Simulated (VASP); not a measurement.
A run of VASP 6.6.1:

Contents of INCAR:

```
PREC = Accurate
ENCUT = 520
EDIFF = 1E-7
ISMEAR = -1
SIGMA = 0.05
LREAL = False
LASPH = True
NELM = 150
ALGO = Normal
ISIF = 2
LWAVE = False
LCHARG = True
ISPIN = 2
MAGMOM = 0 1.5
LORBIT = 11
LMAXMIX = 4
GGA = PE
LELF = True
LVHAR = True
NBANDS = 18
```

KPOINTS

```
Automatic mesh
0
Gamma
  12 12 12
```

Contents of POSCAR:

```
AlNi
1.0
    2.8810000000      0.0096033333      0.0000000000
    0.0096033333      2.8810000000      0.0000000000
    0.0000000000      0.0000000000      2.8810000000
Al Ni
1 1
Direct
    0.0000000000      0.0000000000      0.0000000000
    0.5000000000      0.5000000000      0.5000000000
```

Potentials or basis: VASP PAW PBE potentials, release 64 (Al, Ni).

The run is started by

```bash
$ cat potpaw_PBE.64/Al/POTCAR potpaw_PBE.64/Ni/POTCAR > POTCAR
$ mpirun -np 1 vasp_std > vasp.out
```

Hardware: 1 thread of Intel Xeon 8259CL (shared host).

How long does it take, and how much memory?

Run time: 4.9 min on 1 thread of Intel Xeon 8259CL, on a shared host, peak memory 0.31 GiB. Counts: scf iterations 16, k points 301.
